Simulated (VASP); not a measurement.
# BAs (I-4m2) in VASP: further runs

The runs below take BAs through single point, with r2SCAN.

Program: VASP 6.6.1. These are calculated values, not measurements. Logs are shortened: lines on timing, memory, paths and dates and some standing lists are left out, and cuts for length are marked.

## (1) The cell of the first run

The structure is tetragonal, space group I-4m2 (No. 119). The conventional cell has a = 3.108 Å, b = 3.108 Å, c = 4.586 Å, α = 90.00°, β = 90.00°, γ = 90.00°. B (site symmetry -4m2) has 4 As at 1.93 Å within 2.6 Å. Within 2.6 Å of As (site symmetry -4m2) lie 4 B at 1.93 Å.

## (2) Single point, r2SCAN (strain -0.080 along x and y, -0.040 along z)

File POSCAR:

```
BAs
1.0
    0.0000000000      2.1974200000      2.2929600000
    2.1974200000      0.0000000000      2.2929600000
    2.1974200000      2.1974200000      0.0000000000
B As
1 1
Direct
    0.0000000000      0.0000000000      0.0000000000
    0.7500000000      0.7500000000      0.7500000000
```

File INCAR.step1:

```
PREC     = Accurate       # precision mode
ENCUT    = 520            # plane-wave cutoff, eV
ISMEAR   = 0              # smearing method
SIGMA    = 0.05           # smearing width, eV
LREAL    = False          # projectors in reciprocal space
LASPH    = True           # aspherical terms in the spheres
NELM     = 100            # most SCF steps
NBANDS   = 11             # bands
GGA      = PE             # functional
ALGO     = Normal         # electronic algorithm
EDIFF    = 1E-4           # SCF threshold, eV
LWAVE    = True           # write WAVECAR
LCHARG   = False          # write CHGCAR
```

File INCAR.step2:

```
PREC     = Accurate       # precision mode
ENCUT    = 520            # plane-wave cutoff, eV
EDIFF    = 1E-7           # SCF threshold, eV
ISMEAR   = 0              # smearing method
SIGMA    = 0.05           # smearing width, eV
LREAL    = False          # projectors in reciprocal space
LASPH    = True           # aspherical terms in the spheres
NELM     = 100            # most SCF steps
ALGO     = Normal         # electronic algorithm
ISIF     = 2              # what is computed and relaxed
LWAVE    = False          # write WAVECAR
LCHARG   = False          # write CHGCAR
METAGGA  = R2SCAN         # meta-GGA
LMIXTAU  = True         
NBANDS   = 11             # bands
ISTART   = 1
```

File KPOINTS:

```
regular mesh
0
Gamma
  10 10 10
```

Potentials or basis: VASP PAW PBE potentials, release 64 (B, As).

The run is started by

```
$ cat potpaw_PBE.64/B/POTCAR potpaw_PBE.64/As/POTCAR > POTCAR
$ cp INCAR.step1 INCAR
$ mpirun -np 1 vasp_std > vasp.out
$ cp INCAR.step2 INCAR
$ mpirun -np 1 vasp_std > vasp.out
```

OUTCAR:

```text
PREC = Accurate
   ENCUT = 520
   EDIFF = 1E-7
   ISMEAR = 0
   LREAL = False
   LASPH = True
   NELM = 100
   ISIF = 2
   METAGGA = R2SCAN
   ISTART = 1

 ion  position               nearest neighbor table
   1  0.000  0.000  0.000-   2 1.93   2 1.93   2 1.93   2 1.93
   2  0.750  0.750  0.750-   1 1.93   1 1.93   1 1.93   1 1.93

  LATTYP: Found a body centered tetragonal cell.
 ALAT       =     3.1076211662
 C/A-ratio  =     1.4757011086

  Lattice vectors:

 A1 = (  -2.1974200000,   0.0000000000,   2.2929600000)
 A2 = (   2.1974200000,   0.0000000000,   2.2929600000)
 A3 = (   0.0000000000,   2.1974200000,  -2.2929600000)

Analysis of symmetry for initial positions (statically):
=====================================================================
 Subroutine PRICEL returns:
 Original cell was already a primitive cell.

 Routine SETGRP: Setting up the symmetry group for a
 body centered tetragonal supercell.

 Subroutine GETGRP returns: Found  8 space group operations
 (whereof  8 operations were pure point group operations)
 out of a pool of 16 trial point group operations.

The static configuration has the point symmetry D_2d.

Analysis of symmetry for dynamics (positions and initial velocities):
=====================================================================
 Subroutine PRICEL returns:
 Original cell was already a primitive cell.

 Routine SETGRP: Setting up the symmetry group for a
 body centered tetragonal supercell.

 Subroutine GETGRP returns: Found  8 space group operations
 (whereof  8 operations were pure point group operations)
 out of a pool of 16 trial point group operations.

The dynamic configuration has the point symmetry D_2d.

 Subroutine INISYM returns: Found  8 space group operations
 (whereof  8 operations are pure point group operations),
 and found     1 'primitive' translations

----------------------------------------------------------------------------------------

                                     Primitive cell

  volume of cell :      22.1438

  direct lattice vectors                    reciprocal lattice vectors
     0.000000000  2.197420000  2.292960000    -0.227539569  0.227539569  0.218058754
     2.197420000  0.000000000  2.292960000     0.227539569 -0.227539569  0.218058754
     2.197420000  2.197420000  0.000000000     0.227539569  0.227539569 -0.218058754

  length of vectors
     3.175896758  3.175896758  3.107621166     0.388713431  0.388713431  0.388713431

  position of ions in fractional coordinates (direct lattice)
     0.000000000  0.000000000  0.000000000
     0.750000000  0.750000000  0.750000000

  ion indices of the primitive-cell ions
   primitive index   ion index
                 1           1
                 2           2

----------------------------------------------------------------------------------------

 KPOINTS: regular mesh

Automatic generation of k-mesh.
 Grid dimensions read from file:
 generate k-points for:   10   10   10

 Generating k-lattice:

  Cartesian coordinates                     Fractional coordinates (reciprocal lattice)
    -0.022753957  0.022753957  0.021805875     0.100000000 -0.000000000  0.000000000
     0.022753957 -0.022753957  0.021805875    -0.000000000  0.100000000  0.000000000
     0.022753957  0.022753957 -0.021805875     0.000000000  0.000000000  0.100000000

  Length of vectors
     0.038871343  0.038871343  0.038871343

  Shift w.r.t. Gamma in fractional coordinates (k-lattice)
     0.000000000  0.000000000  0.000000000

 Subroutine IBZKPT returns following result:
 ===========================================

 Found    102 irreducible k-points:

 Following reciprocal coordinates:
            Coordinates               Weight
  0.000000  0.000000  0.000000      1.000000
  0.100000 -0.000000  0.000000      8.000000
  0.200000 -0.000000  0.000000      8.000000
  0.300000 -0.000000  0.000000      8.000000
  0.400000 -0.000000  0.000000      8.000000
  0.500000 -0.000000  0.000000      4.000000
[... 16 lines left out ...]
  0.300000  0.300000  0.000000      2.000000
  0.400000  0.300000  0.000000      8.000000
 [... further k-points ...]
   k-points           NKPTS =    102   k-points in BZ     NKDIM =    102   number of bands    NBANDS=     11
   number of dos      NEDOS =    301   number of ions     NIONS =      2
   total plane-waves  NPLWV =  13824
   dimension x,y,z NGX =    24 NGY =   24 NGZ =   24
   dimension x,y,z NGXF=    48 NGYF=   48 NGZF=   48
   ions per type =               1   1
   NGX,Y,Z   is equivalent  to a cutoff of  12.56, 12.56, 12.84 a.u.
   NGXF,Y,Z  is equivalent  to a cutoff of  25.13, 25.13, 25.68 a.u.
 SYSTEM =  unknown system
   PREC   = accura    normal or accurate (medium, high low for compatibility)
   ISTART =      1    job   : 0-new  1-cont  2-samecut
   ICHARG =      0    charge: 1-file 2-atom 10-const
   ISPIN  =      1    spin polarized calculation?
   LNONCOLLINEAR =      F non collinear calculations
   LSORBIT =      F    spin-orbit coupling
   LASPH  =      T    aspherical Exc in radial PAW
   ENCUT  =  520.0 eV  38.22 Ry    6.18 a.u.   5.91  5.91  5.78*2*pi/ulx,y,z
   NELM   =    100;   NELMIN=  2; NELMDL=  0     # of ELM steps
   EDIFF  = 0.1E-06   stopping-criterion for ELM
   LREAL  =      F    real-space projection
   EDIFFG = 0.1E-05   stopping-criterion for IOM
   NSW    =      0    number of steps for IOM
   IBRION =     -1    ionic relax: 0-MD 1-quasi-New 2-CG
   NFREE  =      0    steps in history (QN), initial steepest desc. (CG)
   ISIF   =      2    stress and relaxation
   ISYM   =      2    0-nonsym 1-usesym 2-fastsym
   POTIM  = 0.5000    time-step for ionic-motion
   TEBEG  =    0.0;   TEEND  =   0.0 temperature during run
   PSTRESS=    0.0 pullay stress
   NELECT =       8.0000    total number of electrons
   NUPDOWN=      -1.0000    fix difference up-down
   EMIN   =  10.00;   EMAX   =-10.00  energy-range for DOS
   EFERMI =   0.00;   METHOD = LEGACY
   ISMEAR =     0;   SIGMA  =   0.05  broadening in eV -4-tet -1-fermi 0-gaus
   EFERMI_NEDOS =   21; number of points for ismear=-14 and -15
   IALGO  =     38    algorithm
   IMIX   =      4    mixing-type and parameters
     AMIX     =   0.40;   BMIX     =  1.00
     AMIX_MAG =   1.60;   BMIX_MAG =  1.00
  volume/ion in A,a.u.               =      11.07        74.72
  Fermi-wavevector in a.u.,A,eV,Ry     =   1.165970  2.203363 18.496923  1.359485
  Thomas-Fermi vector in A             =   2.302489
   LORBIT       =      0    0 simple, 1 ext, 2 COOP (PROOUT), +10 PAW based schemes
   METAGGA = R2SCAN    functional components
   LHFCALC =     F    Hartree Fock is set to
   AEXX    =    0.0000 exact exchange contribution
   IVDW    =     0    specifies the selected vdW correction
   LEPSILON=     F    determine dielectric tensor
   LRPA    =     F    only Hartree local field effects (RPA)
 non-spin polarized calculation
 Gauss-broadening in eV      SIGMA  =   0.05
  energy-cutoff  :      520.00
  volume of cell :       22.14
 maximum number of plane-waves:       612
   NGX = 11   NGY = 11   NGZ = 11

 number of electron       8.0000000 magnetization

 Free energy of the ion-electron system (eV)
  ---------------------------------------------------
  ext. energy  EPLUGINS =         0.00000000
  ---------------------------------------------------
  free energy    TOTEN  =       -21.58832305 eV

  energy without entropy =      -21.58832305  energy(sigma->0) =      -21.58832305

 E-fermi :   8.9706     XC(G=0): -12.1043

 val. band max:        8.7286830465   @ k =   0.0000   0.0000   0.0000
 cond. band min:       9.4718280147   @ k =   0.4000   0.0000   0.4000
 fundamental gap:      0.7431449682
 Fermi energy:         8.9705556393

 k-point     1 :       0.0000    0.0000    0.0000
  band No.  band energies     occupation
      1      -9.7567      2.00000
      2       8.2142      2.00000
      3       8.7287      2.00000
      4       8.7287      2.00000
      5      12.2004      0.00000
      6      12.2004      0.00000
      7      12.4975      0.00000
      8      16.5566      0.00000
      9      20.2781      0.00000
     10      22.0776      0.00000
     11      23.5833      0.00000

 k-point     2 :       0.1000   -0.0000    0.0000
  band No.  band energies     occupation
      1      -9.5503      2.00000
      2       6.8754      2.00000
      3       7.9983      2.00000
      4       8.3406      2.00000
      5      12.6407      0.00000
      6      12.7408      0.00000
      7      13.1119      0.00000
      8      17.0761      0.00000
      9      20.8865      0.00000
     10      21.1730      0.00000
     11      22.1296      0.00000

 k-point     3 :       0.2000   -0.0000    0.0000
  band No.  band energies     occupation
      1      -8.9373      2.00000
      2       4.0388      2.00000
      3       7.1859      2.00000
      4       7.6419      2.00000
      5      12.9110      0.00000
      6      13.6986      0.00000
      7      13.8524      0.00000
      8      18.1493      0.00000
      9      20.3635      0.00000
     10      21.0671      0.00000
     11      22.1758      0.00000

 k-point     4 :       0.3000   -0.0000    0.0000
  band No.  band energies     occupation
      1      -7.9469      2.00000
      2       1.2059      2.00000
      3       6.4910      2.00000
      4       7.0513      2.00000
      5      12.7951      0.00000
      6      14.1004      0.00000
      7      14.1932      0.00000
      8      18.7497      0.00000
      9      21.3268      0.00000
     10      21.5053      0.00000
     11      22.5694      0.00000
[... 239 lines left out ...]
 k-point    22 :      -0.2000    0.2000    0.0000
  band No.  band energies     occupation
      1      -7.5579      2.00000
      2       1.9947      2.00000
      3       3.0739      2.00000
      4       7.2471      2.00000
      5      13.9221      0.00000
      6      14.5226      0.00000
      7      15.5443      0.00000
      8      17.3023      0.00000
      9      19.4321      0.00000
     10      23.4936      0.00000
     11      25.8833      0.00000

 k-point    23 :       0.3000    0.3000    0.0000
  band No.  band energies     occupation
      1      -7.4548      2.00000
      2       2.2969      2.00000
      3       4.6898      2.00000
      4       4.6898      2.00000
      5      10.4107      0.00000
      6      12.6981      0.00000
      7      18.9826      0.00000
      8      18.9826      0.00000
      9      22.1086      0.00000
     10      25.9918      0.00000
     11      27.2099      0.00000

 k-point    24 :       0.4000    0.3000    0.0000
  band No.  band energies     occupation
      1      -6.5348      2.00000
      2       0.8083      2.00000
      3       3.5529      2.00000
      4       4.3401      2.00000
      5      10.7587      0.00000
      6      12.6030      0.00000
      7      19.5825      0.00000
      8      19.7503      0.00000
      9      23.1832      0.00000
     10      26.8562      0.00000
     11      28.1076      0.00000

 [... further k-points ...]
[... 5 lines left out ...]
  --------------------------------------------------------------------------------------
  -------------------------------------------------------------------------------------
  Total        6.9947699      6.9947699      5.3476775      0.0000000      0.0000000      0.0000000
  in kB      506.0942373    506.0942373    386.9217741      0.0000000      0.0000000      0.0000000
  external PRESSURE =     466.3700829 kB  Pullay stress =       0.0000000 kB

 VOLUME and BASIS-vectors are now :
 -----------------------------------------------------------------------------
  energy-cutoff  :      520.00
  volume of cell :       22.14
      direct lattice vectors                 reciprocal lattice vectors
     0.000000000  2.197420000  2.292960000    -0.227539569  0.227539569  0.218058754
     2.197420000  0.000000000  2.292960000     0.227539569 -0.227539569  0.218058754
     2.197420000  2.197420000  0.000000000     0.227539569  0.227539569 -0.218058754

 POSITION                                       TOTAL-FORCE (eV/Angst)
 -----------------------------------------------------------------------------------
      0.00000      0.00000      0.00000        -0.000000     -0.000000      0.000000
      3.29613      3.29613      3.43944         0.000000      0.000000     -0.000000
 -----------------------------------------------------------------------------------
    total drift:                                0.000000      0.000000     -0.000000

  FREE ENERGIE OF THE ION-ELECTRON SYSTEM (eV)
  ---------------------------------------------------
  free  energy   TOTEN  =       -21.5883230524 eV

  energy  without entropy=      -21.5883230524  energy(sigma->0) =      -21.58832305
```

Wall time 28 s (1 thread of Intel Xeon 6975P-C (Granite Rapids), shared host); peak memory 0.16 GiB.

What came out:

```
Free energy            : -21.5883 eV
Pressure               : 46.6 GPa
Band gap on the k mesh : 0.74 eV, indirect (least direct gap 3.47 eV)
```

Caveat: the cell differs from its parent crystal (strain -0.080 along x and y, -0.040 along z); the PAW data sets were made with another functional, which shifts forces and pressure a little. A k mesh can miss the band edges.

## (3) Single point, r2SCAN (strain -0.040 along x and y, +0.000 along z)

File POSCAR:

```
BAs
1.0
    0.0000000000      2.2929600000      2.3885000000
    2.2929600000      0.0000000000      2.3885000000
    2.2929600000      2.2929600000      0.0000000000
B As
1 1
Direct
    0.0000000000      0.0000000000      0.0000000000
    0.7500000000      0.7500000000      0.7500000000
```

File INCAR.step1:

```
SYSTEM = BAs
PREC     = Accurate       ! precision mode
ENCUT    = 520            ! plane-wave cutoff, eV
ISMEAR   = 0              ! smearing method
SIGMA    = 0.05           ! smearing width, eV
LREAL    = .FALSE.        ! projectors in reciprocal space
LASPH    = .TRUE.         ! aspherical terms in the spheres
NELM     = 100            ! most SCF steps
NBANDS   = 11             ! bands
GGA      = PE             ! functional
ALGO     = Normal         ! electronic algorithm
EDIFF    = 1E-4           ! SCF threshold, eV
LWAVE    = .TRUE.         ! write WAVECAR
LCHARG   = .FALSE.        ! write CHGCAR
```

File INCAR.step2:

```
SYSTEM = BAs
PREC     = Accurate       ! precision mode
ENCUT    = 520            ! plane-wave cutoff, eV
EDIFF    = 1E-6           ! SCF threshold, eV
ISMEAR   = 0              ! smearing method
SIGMA    = 0.05           ! smearing width, eV
LREAL    = .FALSE.        ! projectors in reciprocal space
LASPH    = .TRUE.         ! aspherical terms in the spheres
NELM     = 100            ! most SCF steps
ALGO     = Normal         ! electronic algorithm
ISIF     = 2              ! what is computed and relaxed
LWAVE    = .FALSE.        ! write WAVECAR
LCHARG   = .FALSE.        ! write CHGCAR
METAGGA  = R2SCAN         ! meta-GGA
LMIXTAU  = .TRUE.       
NBANDS   = 11             ! bands
ISTART   = 1
```

File KPOINTS:

```
Automatic mesh
0
G
  10 10 10
  0 0 0
```

Potentials or basis: VASP PAW PBE potentials, release 64 (B, As).

The run is started by

```
$ cat potpaw_PBE.64/B/POTCAR potpaw_PBE.64/As/POTCAR > POTCAR
$ cp INCAR.step1 INCAR
$ mpirun -np 1 vasp_std > vasp.out
$ cp INCAR.step2 INCAR
$ mpirun -np 1 vasp_std > vasp.out
```

OUTCAR:

```text
SYSTEM = BAs
   PREC = Accurate
   ENCUT = 520
   EDIFF = 1E-6
   ISMEAR = 0
   LREAL = .FALSE.
   LASPH = .TRUE.
   NELM = 100
   ISIF = 2
   METAGGA = R2SCAN
   ISTART = 1

 ion  position               nearest neighbor table
   1  0.000  0.000  0.000-   2 2.01   2 2.01   2 2.01   2 2.01
   2  0.750  0.750  0.750-   1 2.01   1 2.01   1 2.01   1 2.01

  LATTYP: Found a body centered tetragonal cell.
 ALAT       =     3.2427351300
 C/A-ratio  =     1.4731391275

  Lattice vectors:

 A1 = (  -2.2929600000,   0.0000000000,   2.3885000000)
 A2 = (   2.2929600000,   0.0000000000,   2.3885000000)
[... 515 lines left out ...]
      8      17.2186      0.00000
      9      20.3906      0.00000
     10      24.3351      0.00000
     11      24.6437      0.00000

 [... further k-points ...]
[... 5 lines left out ...]
  --------------------------------------------------------------------------------------
  -------------------------------------------------------------------------------------
  Total        2.8772461      2.8772461      1.2431716      0.0000000      0.0000000      0.0000000
  in kB      183.5436656    183.5436656     79.3036997      0.0000000      0.0000000      0.0000000
  external PRESSURE =     148.7970103 kB  Pullay stress =       0.0000000 kB

 VOLUME and BASIS-vectors are now :
 -----------------------------------------------------------------------------
  energy-cutoff  :      520.00
  volume of cell :       25.12
      direct lattice vectors                 reciprocal lattice vectors
     0.000000000  2.292960000  2.388500000    -0.218058754  0.218058754  0.209336404
     2.292960000  0.000000000  2.388500000     0.218058754 -0.218058754  0.209336404
     2.292960000  2.292960000  0.000000000     0.218058754  0.218058754 -0.209336404

 POSITION                                       TOTAL-FORCE (eV/Angst)
 -----------------------------------------------------------------------------------
      0.00000      0.00000      0.00000        -0.000000     -0.000000     -0.000000
      3.43944      3.43944      3.58275         0.000000      0.000000      0.000000
 -----------------------------------------------------------------------------------
    total drift:                                0.000014      0.000014     -0.000015

  FREE ENERGIE OF THE ION-ELECTRON SYSTEM (eV)
  ---------------------------------------------------
  free  energy   TOTEN  =       -22.1341899090 eV

  energy  without entropy=      -22.1341899090  energy(sigma->0) =      -22.13418991
```

It took 49 s on 1 thread of Intel Xeon 6975P-C (Granite Rapids), shared host; peak memory 0.17 GiB.

Results:

```yaml
Free_energy: -22.1342 eV
Pressure: 14.9 GPa
Band_gap_on_the_k_mesh: 0.93 eV, indirect (least direct gap 3.30 eV)
```

Caveat: the cell differs from its parent crystal (strain -0.040 along x and y, +0.000 along z); the PAW data sets were made with another functional, which shifts forces and pressure a little. A k mesh can miss the band edges.
